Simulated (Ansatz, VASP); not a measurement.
**One calculation of Zn, two programs**

Contents of POSCAR:

```
Zn
1.0
    2.6187264646      0.0000000000      0.0000000000
   -1.3093632323      2.2678836439      0.0000000000
    0.0000000000      0.0000000000      4.8388970683
Zn
2
Direct
    0.3333333333      0.6666666667      0.2500000000
    0.6666666667      0.3333333333      0.7500000000
```

File INCAR.step1:

```
SYSTEM = Zn
  ALGO = Normal
  EDIFF = 1E-4
  ENCUT = 520
  GGA = PE
  ISMEAR = 1
  LASPH = .True.
  LCHARG = .False.
  LREAL = .False.
  LWAVE = .True.
  NBANDS = 19
  NELM = 60
  PREC = Accurate
  SIGMA = 0.2
```

The input INCAR.step2:

```
SYSTEM = Zn
  ALGO = Normal
  EDIFF = 1E-7
  ENCUT = 520
  ISIF = 2
  ISMEAR = 1
  ISTART = 1
  LASPH = .True.
  LCHARG = .False.
  LMIXTAU = .True.
  LREAL = .False.
  LWAVE = .False.
  METAGGA = R2SCAN
  NBANDS = 19
  NELM = 60
  PREC = Accurate
  SIGMA = 0.2
```

KPOINTS

```
k-points
0
Gamma
  14 14 7
  0 0 0
```

Input for Ansatz:

```yaml
crystal:
  lattice:
    - [2.6187264646, 0.0, 0.0]
    - [-1.3093632323, 2.2678836439, 0.0]
    - [0.0, 0.0, 4.8388970683]
  atoms:
    - { symbol: Zn, position: [0.3333333333, 0.6666666667, 0.25] }
    - { symbol: Zn, position: [0.6666666667, 0.3333333333, 0.75] }
hamiltonian:
  xc: r2scan
  pseudopotentials:
    kind: paw
    azcp:
      Zn: "pseudopotentials/Zn.paw.azcp"
basis:
  ecutwfc: 500
  fft_grid_basis: typed
kpoints:
  mp_grid: { grid: [14, 14, 7], shift: [0, 0, 0] }
magnetization:
  spin_polarized: false
scf:
  occupations: { method: methfessel_paxton, width: 0.2 }
  lower_state_search: "off"
output:
  stress: true
```

Alike in both runs: task single point; functional r2SCAN; k mesh 14 × 14 × 7; occupations methfessel-paxton of order 1, width 0.2 eV; no spin polarisation.

|  | VASP | Ansatz |
| --- | --- | --- |
| version | VASP 6.6.1 | Ansatz 0.2.0 |
| potentials or method | VASP PAW PBE potentials, release 64 (Zn), cutoff 520 eV | plane waves (500 eV) with PAW, scalar-relativistic |
| valence electrons in the cell | 24 | 24 |

|  | VASP | Ansatz | Ansatz less VASP |
| --- | --- | --- | --- |
| pressure (GPa) | 0.5 | 0.0 | -0.50 |
| traceless stress, the component that is largest in VASP (GPa) | -1.68 | -1.56 | +0.120 |

VASP's potentials were made for PBE, not for r2SCAN.
